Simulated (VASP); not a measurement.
# ZrN in VASP: further runs

Runs on ZrN. Level: PBE+D3(BJ). Tasks: single point.

Everything below comes from runs of VASP 6.6.1. Logs are shortened: lines on timing, memory, paths and dates and some standing lists are left out, and cuts for length are marked.

### Step 1. The cell of the first run

The cell holds a slab with vacuum, 24 atoms: a = 6.448 Å, b = 6.448 Å, c = 22.693 Å, α = 90.00°, β = 90.00°, γ = 90.00°.

### Step 2. Single point, PBE+D3(BJ)

Input file INCAR:

```
SYSTEM = ZrN
ALGO = Normal ; DIPOL = 0.5 0.5 0.451
EDIFF = 1E-6 ; ENCUT = 520
GGA = PE ; GGA_COMPAT = .FALSE.
IDIPOL = 3 ; ISIF = 2
ISMEAR = 0 ; IVDW = 12
LASPH = .TRUE. ; LCHARG = .FALSE.
LDIPOL = .TRUE. ; LREAL = .FALSE.
LWAVE = .FALSE. ; NBANDS = 120
NELM = 120 ; NELMDL = -8
PREC = Accurate ; SIGMA = 0.1
```

Input file KPOINTS:

```
k-points
0
G
  3 3 1
  0 0 0
```

Input file POSCAR:

```
ZrN
1.0
    6.4475937654      0.0000000000      0.0000000000
    0.0000000000      6.4475937654      0.0000000000
    0.0000000000      0.0000000000     22.6927372738
Zr N
12 12
Direct
    0.2500000000      0.2500000000      0.3525356991
    0.2500000000      0.7500000000      0.3525356991
    0.7500000000      0.2500000000      0.3525356991
    0.7500000000      0.7500000000      0.3525356991
    0.4990857392      0.5008701927      0.4514805670
    0.4993006126     -0.0005801568      0.4513676083
    0.0005368498      0.5006544108      0.4513665650
    0.0007611392     -0.0008034076      0.4514830214
    0.7497700489      0.7500818724      0.5460971143
    0.7498622557      0.2500730859      0.5463018000
    0.2498483548      0.7500418608      0.5469682478
    0.2498706025      0.2500880279      0.5460947310
    0.5000000000      0.5000000000      0.3525356991
    0.5000000000      0.0000000000      0.3525356991
    0.0000000000      0.5000000000      0.3525356991
    0.0000000000      0.0000000000      0.3525356991
    0.7498974592      0.7500365948      0.4494732583
    0.7499297052      0.2500326332      0.4496159090
    0.2499452926      0.7500178364      0.4484015888
    0.2499190452      0.2500510128      0.4494665675
   -0.0008708544      0.0007979827      0.5554622675
   -0.0006613359      0.4995428564      0.5550745332
    0.5003530154      0.0005738674      0.5550903905
    0.5005655067      0.4993448240      0.5554274731
```

Potentials or basis: VASP PAW PBE potentials, release 64 (Zr_sv, N).

On the command line:

```bash
cat potpaw_PBE.64/Zr_sv/POTCAR potpaw_PBE.64/N/POTCAR > POTCAR
mpirun -np 1 vasp_std > vasp.out
```

OUTCAR:

```text
SYSTEM = ZrN
   EDIFF = 1E-6
   ENCUT = 520
   GGA = PE
   ISIF = 2
   ISMEAR = 0
   IVDW = 12
   LASPH = .TRUE.
   LREAL = .FALSE.
   NELM = 120
   NELMDL = -8
   PREC = Accurate
 IVDW          = 12

 ion  position               nearest neighbor table
   1  0.250  0.250  0.353-  20 2.20  14 2.28  15 2.28  16 2.28  13 2.28   6 3.20   7 3.20   5 3.20
                             8 3.20   3 3.22   2 3.22   2 3.22   3 3.22
   2  0.250  0.750  0.353-  19 2.18  14 2.28  15 2.28  16 2.28  13 2.28   6 3.19   5 3.19   7 3.19
                             8 3.19   4 3.22   1 3.22   1 3.22   4 3.22
   3  0.750  0.250  0.353-  18 2.20  14 2.28  15 2.28  16 2.28  13 2.28   7 3.20   6 3.20   8 3.20
                             5 3.21   4 3.22   1 3.22   4 3.22   1 3.22
   4  0.750  0.750  0.353-  17 2.20  14 2.28  15 2.28  16 2.28  13 2.28   7 3.20   6 3.20   8 3.20
                             5 3.20   3 3.22   2 3.22   3 3.22   2 3.22
   5  0.499  0.501  0.451-  13 2.25  19 2.27  17 2.28  20 2.28  18 2.29  24 2.36   9 3.13  12 3.13
                            11 3.14  10 3.14   2 3.19   1 3.20   4 3.20   3 3.21   7 3.21   6 3.21
   6  0.499  0.999  0.451-  14 2.24  19 2.27  17 2.28  20 2.28  18 2.29  23 2.35   9 3.13  12 3.13
                            10 3.14  11 3.14   2 3.19   1 3.20   4 3.20   3 3.20   8 3.21   5 3.21
   7  0.001  0.501  0.451-  15 2.24  19 2.27  20 2.28  17 2.28  18 2.29  22 2.35  12 3.13   9 3.13
                            10 3.14  11 3.14   2 3.19   4 3.20   1 3.20   3 3.20   8 3.21   5 3.21
   8  0.001  0.999  0.451-  16 2.25  19 2.27  20 2.28  17 2.28  18 2.29  21 2.36  12 3.13   9 3.13
                            11 3.14  10 3.14   2 3.19   4 3.20   1 3.20   3 3.20   6 3.21   7 3.21
   9  0.750  0.750  0.546-  17 2.19  23 2.29  24 2.29  22 2.29  21 2.29   5 3.13   8 3.13   6 3.13
[... 5 lines left out ...]
  12  0.250  0.250  0.546-  20 2.19  22 2.29  23 2.29  24 2.29  21 2.29   8 3.13   5 3.13   7 3.13
                             6 3.13  11 3.22  10 3.22  10 3.22  11 3.22
  13  0.500  0.500  0.353-   5 2.25   2 2.28   3 2.28   4 2.28   1 2.28
  14  0.500  0.000  0.353-   6 2.24   2 2.28   3 2.28   4 2.28   1 2.28
  15  0.000  0.500  0.353-   7 2.24   2 2.28   3 2.28   4 2.28   1 2.28
  16  0.000  0.000  0.353-   8 2.25   2 2.28   3 2.28   4 2.28   1 2.28
  17  0.750  0.750  0.449-   9 2.19   4 2.20   6 2.28   5 2.28   7 2.28   8 2.28
  18  0.750  0.250  0.450-  10 2.19   3 2.20   7 2.29   6 2.29   8 2.29   5 2.29
  19  0.250  0.750  0.448-   2 2.18  11 2.24   5 2.27   8 2.27   6 2.27   7 2.27
  20  0.250  0.250  0.449-  12 2.19   1 2.20   7 2.28   5 2.28   6 2.28   8 2.28
  21  0.999  0.001  0.555-  10 2.28  12 2.29   9 2.29  11 2.29   8 2.36
  22  0.999  0.500  0.555-  10 2.28  12 2.29   9 2.29  11 2.29   7 2.35
  23  0.500  0.001  0.555-  10 2.28   9 2.29  12 2.29  11 2.29   6 2.35
  24  0.501  0.499  0.555-  10 2.28   9 2.29  12 2.29  11 2.29   5 2.36

  LATTYP: Found a simple tetragonal cell.
 ALAT       =     6.4475937654
 C/A-ratio  =     3.5195668492

  Lattice vectors:

 A1 = (   6.4475937654,   0.0000000000,   0.0000000000)
 A2 = (   0.0000000000,   6.4475937654,   0.0000000000)
 A3 = (   0.0000000000,   0.0000000000,  22.6927372738)

Analysis of symmetry for initial positions (statically):
=====================================================================
 Subroutine PRICEL returns:
 Original cell was already a primitive cell.

 Routine SETGRP: Setting up the symmetry group for a
 simple tetragonal supercell.

 Subroutine GETGRP returns: Found  1 space group operations
 (whereof  1 operations were pure point group operations)
 out of a pool of 16 trial point group operations.

The static configuration has the point symmetry C_1 .

Analysis of symmetry for dynamics (positions and initial velocities):
=====================================================================
 Subroutine PRICEL returns:
 Original cell was already a primitive cell.

 Routine SETGRP: Setting up the symmetry group for a
 simple tetragonal supercell.

 Subroutine GETGRP returns: Found  1 space group operations
 (whereof  1 operations were pure point group operations)
 out of a pool of 16 trial point group operations.

The dynamic configuration has the point symmetry C_1 .

 Subroutine INISYM returns: Found  1 space group operations
 (whereof  1 operations are pure point group operations),
 and found     1 'primitive' translations

----------------------------------------------------------------------------------------

                                     Primitive cell

  volume of cell :     943.3703

  direct lattice vectors                    reciprocal lattice vectors
     6.447593765  0.000000000  0.000000000     0.155096620  0.000000000  0.000000000
     0.000000000  6.447593765  0.000000000     0.000000000  0.155096620  0.000000000
     0.000000000  0.000000000 22.692737274     0.000000000  0.000000000  0.044066962

  length of vectors
     6.447593765  6.447593765 22.692737274     0.155096620  0.155096620  0.044066962

[... 76 lines left out ...]

 Found      5 irreducible k-points:

 Following reciprocal coordinates:
            Coordinates               Weight
  0.000000  0.000000  0.000000      1.000000
  0.333333  0.000000  0.000000      2.000000
  0.000000  0.333333  0.000000      2.000000
  0.333333  0.333333  0.000000      2.000000
 -0.333333  0.333333  0.000000      2.000000
   k-points           NKPTS =      5   k-points in BZ     NKDIM =      5   number of bands    NBANDS=    120
   number of dos      NEDOS =    301   number of ions     NIONS =     24
   total plane-waves  NPLWV = 414720
   dimension x,y,z NGX =    48 NGY =   48 NGZ =  180
   dimension x,y,z NGXF=    96 NGYF=   96 NGZF=  360
   ions per type =              12  12
   NGX,Y,Z   is equivalent  to a cutoff of  12.38, 12.38, 13.19 a.u.
   NGXF,Y,Z  is equivalent  to a cutoff of  24.75, 24.75, 26.37 a.u.
 SYSTEM =  ZrN
   PREC   = accura    normal or accurate (medium, high low for compatibility)
   ISTART =      0    job   : 0-new  1-cont  2-samecut
   ICHARG =      2    charge: 1-file 2-atom 10-const
   ISPIN  =      1    spin polarized calculation?
   LNONCOLLINEAR =      F non collinear calculations
   LSORBIT =      F    spin-orbit coupling
   LASPH  =      T    aspherical Exc in radial PAW
   ENCUT  =  520.0 eV  38.22 Ry    6.18 a.u.  11.99 11.99 42.19*2*pi/ulx,y,z
   NELM   =    120;   NELMIN=  2; NELMDL= -8     # of ELM steps
   EDIFF  = 0.1E-05   stopping-criterion for ELM
   LREAL  =      F    real-space projection
   EDIFFG = 0.1E-04   stopping-criterion for IOM
   NSW    =      0    number of steps for IOM
   IBRION =     -1    ionic relax: 0-MD 1-quasi-New 2-CG
   NFREE  =      0    steps in history (QN), initial steepest desc. (CG)
   ISIF   =      2    stress and relaxation
   ISYM   =      2    0-nonsym 1-usesym 2-fastsym
   POTIM  = 0.5000    time-step for ionic-motion
   TEBEG  =    0.0;   TEEND  =   0.0 temperature during run
   PSTRESS=    0.0 pullay stress
   NELECT =     204.0000    total number of electrons
   NUPDOWN=      -1.0000    fix difference up-down
   EMIN   =  10.00;   EMAX   =-10.00  energy-range for DOS
   EFERMI =   0.00;   METHOD = LEGACY
   ISMEAR =     0;   SIGMA  =   0.10  broadening in eV -4-tet -1-fermi 0-gaus
   EFERMI_NEDOS =   21; number of points for ismear=-14 and -15
   IALGO  =     38    algorithm
   IMIX   =      4    mixing-type and parameters
     AMIX     =   0.40;   BMIX     =  1.00
     AMIX_MAG =   1.60;   BMIX_MAG =  1.00
  volume/ion in A,a.u.               =      39.31       265.26
  Fermi-wavevector in a.u.,A,eV,Ry     =   0.982632  1.856905 13.137313  0.965565
  Thomas-Fermi vector in A             =   2.113729
   LORBIT       =      0    0 simple, 1 ext, 2 COOP (PROOUT), +10 PAW based schemes
   GGA     = PE    functional components
   LHFCALC =     F    Hartree Fock is set to
   AEXX    =    0.0000 exact exchange contribution
   IVDW    =    12    specifies the selected vdW correction
   LEPSILON=     F    determine dielectric tensor
   LRPA    =     F    only Hartree local field effects (RPA)
 non-spin polarized calculation
 Gauss-broadening in eV      SIGMA  =   0.10
  energy-cutoff  :      520.00
  volume of cell :      943.37
 maximum number of plane-waves:     25429
   NGX = 23   NGY = 23   NGZ = 85

 dipolmoment           0.000000      0.000000      0.011099 electrons x Angstroem

 number of electron     203.9999988 magnetization

 dipolmoment           0.000000      0.000000     -0.077095 electrons x Angstroem

 Free energy of the ion-electron system (eV)
  ---------------------------------------------------
  ext. energy  EPLUGINS =         0.00000000
  ---------------------------------------------------
  free energy    TOTEN  =      -237.01858180 eV

  energy without entropy =     -236.97103581  energy(sigma->0) =     -236.99480881

 E-fermi :   2.0130     XC(G=0):  -4.7216

 val. band max:        1.9730599002   @ k =   0.0000   0.3333   0.0000
 cond. band min:       2.0610897962   @ k =   0.3333   0.0000   0.0000
 fundamental gap:      0.0880298960
 Fermi energy:         2.0129790852

 k-point     1 :       0.0000    0.0000    0.0000
  band No.  band energies     occupation
      1     -47.9820      2.00000
      2     -47.9288      2.00000
      3     -47.9239      2.00000
      4     -47.8790      2.00000
      5     -47.8044      2.00000
      6     -47.7466      2.00000
[... 574 lines left out ...]
    113       3.3054      0.00000
    114       3.3208      0.00000
 [bands above 114 left out]

------------------------ aborting loop because EDIFF is reached ----------------------------------------

 vacuum level on the upper side and lower side of the slab       (xc-potential included)        -0.344        -0.031

 Edisp (eV)   -6.94499

 E8    (eV) :    -3.2855

  FORCE on cell =-STRESS in cart. coord.  units (eV):
  Direction    XX          YY          ZZ          XY          YZ          ZX
  --------------------------------------------------------------------------------------
  -------------------------------------------------------------------------------------
  Total     -16.47217   -16.47231     0.24022    -0.00058    -0.01098     0.02542
  in kB     -27.97559   -27.97582     0.40798    -0.00099    -0.01865     0.04317
  external pressure =      -18.51 kB  Pullay stress =        0.00 kB

 VOLUME and BASIS-vectors are now :
 -----------------------------------------------------------------------------
  energy-cutoff  :      520.00
  volume of cell :      943.37
      direct lattice vectors                 reciprocal lattice vectors
     6.447593765  0.000000000  0.000000000     0.155096620  0.000000000  0.000000000
     0.000000000  6.447593765  0.000000000     0.000000000  0.155096620  0.000000000
     0.000000000  0.000000000 22.692737274     0.000000000  0.000000000  0.044066962

 POSITION                                       TOTAL-FORCE (eV/Angst)
 -----------------------------------------------------------------------------------
      1.61190      1.61190      8.00000        -0.000756      0.000366      1.241159
      1.61190      4.83570      8.00000        -0.000846      0.000263      1.076472
      4.83570      1.61190      8.00000        -0.000555      0.000360      1.278116
      4.83570      4.83570      8.00000        -0.000613      0.000247      1.241958
      3.21790      3.22941     10.24533         0.047065     -0.046990     -0.077665
      3.21929      6.44385     10.24277         0.029931      0.029922     -0.042955
[... 16 lines left out ...]
      3.22607      0.00370     12.59652        -0.040529     -0.040757      0.032488
      3.22744      3.21957     12.60417        -0.055205      0.055550     -0.013701
 -----------------------------------------------------------------------------------
    total drift:                               -0.000085      0.000039      0.001065

  FREE ENERGIE OF THE ION-ELECTRON SYSTEM (eV)
  ---------------------------------------------------
  free  energy   TOTEN  =      -243.9635747071 eV

  energy  without entropy=     -243.9160287185  energy(sigma->0) =     -243.93980171

 vacuum level on the upper side and lower side of the slab         4.227         4.546
```

It took 29 min on 1 thread of Intel Xeon Platinum 8488C (Sapphire Rapids), shared host; peak memory 1 GiB.

What came out:

```
Free energy                : -243.9636 eV
Largest force              : 1.278 eV/Å
Band gap on the k mesh     : 0.09 eV
Dispersion energy per atom : -0.289 eV
```

Forces on the atoms (eV/Å):
```
Zr  -0.001  0.000  1.241
Zr  -0.001  0.000  1.076
Zr  -0.001  0.000  1.278
Zr  -0.001  0.000  1.242
Zr   0.047 -0.047 -0.078
Zr   0.030  0.030 -0.043
Zr  -0.029 -0.029 -0.043
Zr  -0.045  0.045 -0.075
Zr   0.007  0.000  0.133
Zr   0.002 -0.002  0.062
Zr  -0.003  0.003 -0.258
Zr  -0.001 -0.004  0.133
N    0.014 -0.014 -1.241
N    0.014  0.015 -1.258
N   -0.016 -0.014 -1.258
N   -0.015  0.015 -1.240
N    0.002  0.000 -0.015
N   -0.001  0.000 -0.020
N   -0.002  0.001  0.343
N    0.000 -0.001 -0.014
N    0.055 -0.056 -0.020
N    0.041  0.042  0.034
N   -0.041 -0.041  0.032
N   -0.055  0.056 -0.014
```

### Step 3. Single point, PBE+D3(BJ)

This run uses another cell than the first one.

Input file INCAR:

```
ALGO     = Normal         # electronic algorithm
DIPOL    = 0.5 0.5 0.405
EDIFF    = 1E-6           # SCF threshold, eV
ENCUT    = 520            # plane-wave cutoff, eV
GGA      = PE             # functional
GGA_COMPAT= F            
IDIPOL   = 3            
ISIF     = 2              # what is computed and relaxed
ISMEAR   = 0              # smearing method
IVDW     = 12             # dispersion correction
LASPH    = T              # aspherical terms in the spheres
LCHARG   = F              # write CHGCAR
LDIPOL   = T            
LREAL    = F              # projectors in reciprocal space
LWAVE    = F              # write WAVECAR
NBANDS   = 120            # bands
NELM     = 120            # most SCF steps
NELMDL   = -8           
PREC     = Accurate       # precision mode
SIGMA    = 0.1            # smearing width, eV
```

Input file KPOINTS:

```
k-points
0
Gamma
  3 3 1
```

Input file POSCAR:

```
ZrN
1.0
    6.4475937654      0.0000000000      0.0000000000
    0.0000000000      6.4475937654      0.0000000000
    0.0000000000      0.0000000000     25.2612372738
Zr N
12 12
Direct
    0.2500000000      0.2500000000      0.3166907429
    0.2500000000      0.7500000000      0.3166907429
    0.7500000000      0.2500000000      0.3166907429
    0.7500000000      0.7500000000      0.3166907429
    0.5000265059      0.5005924534      0.4053973587
    0.4999826401     -0.0002095698      0.4054626909
   -0.0000523375      0.5006069973      0.4054048120
   -0.0000088401     -0.0002117330      0.4055014686
    0.7496796440      0.7500462143      0.4908843117
    0.7497437483      0.2507596907      0.4906875925
    0.2503916173      0.7498028207      0.4908302637
    0.2502716640      0.2509830706      0.4907115097
    0.5000000000      0.5000000000      0.3166907429
    0.5000000000      0.0000000000      0.3166907429
    0.0000000000      0.5000000000      0.3166907429
    0.0000000000      0.0000000000      0.3166907429
    0.7499094864      0.7501996844      0.4035329221
    0.7500370562      0.2501872908      0.4038244800
    0.2500680474      0.7501581827      0.4035652025
    0.2499429849      0.2502305354      0.4038556146
    0.0001154487      0.0001643678      0.4987701708
   -0.0000433535      0.5003029887      0.4985692466
    0.4998947458      0.0006327176      0.4988110745
    0.5000833199      0.5001478846      0.4987851305
```

Potentials or basis: VASP PAW PBE potentials, release 64 (Zr_sv, N).

On the command line:

```bash
cat potpaw_PBE.64/Zr_sv/POTCAR potpaw_PBE.64/N/POTCAR > POTCAR
mpirun -np 1 vasp_std > vasp.out
```

It took 38 min on 1 thread of Intel Xeon Platinum 8259CL at 2.50GHz (Skylake/Cascade Lake), shared host; peak memory 1.1 GiB.

It converged, with:

```yaml
Free_energy: -243.9683 eV
Largest_force: 1.269 eV/Å
Band_gap_on_the_k_mesh: 0.08 eV
Dispersion_energy_per_atom: -0.289 eV
```

Forces in eV/Å, atoms in the order of the input:
```
Zr  -0.006 -0.006  1.248
Zr  -0.006  0.009  1.197
Zr   0.005 -0.006  1.244
Zr   0.005  0.009  1.191
Zr   0.000 -0.028 -0.025
Zr   0.001  0.025 -0.033
Zr   0.002 -0.024 -0.027
Zr   0.001  0.019 -0.042
Zr   0.039  0.050 -0.028
Zr   0.031 -0.062  0.075
Zr  -0.042  0.073 -0.003
Zr  -0.032 -0.084  0.069
N    0.000 -0.005 -1.261
N   -0.001  0.010 -1.256
N    0.000 -0.004 -1.269
N    0.001  0.009 -1.257
N    0.006  0.000  0.088
N   -0.004  0.001 -0.014
N   -0.005  0.001  0.073
N    0.004  0.000 -0.020
N   -0.007  0.012 -0.008
N    0.003  0.004  0.040
N    0.008 -0.018 -0.001
N   -0.004  0.013  0.019
```

Levels at points of the mesh, in eV from the valence-band top:
| k point | band 100 | band 101 | band 102 | band 103 | band 104 | band 105 |
| --- | --- | --- | --- | --- | --- | --- |
| (0.00, 0.00, 0.00) | -2.21 | -0.89 | -0.24 | 0.21 | 0.21 | 0.36 |
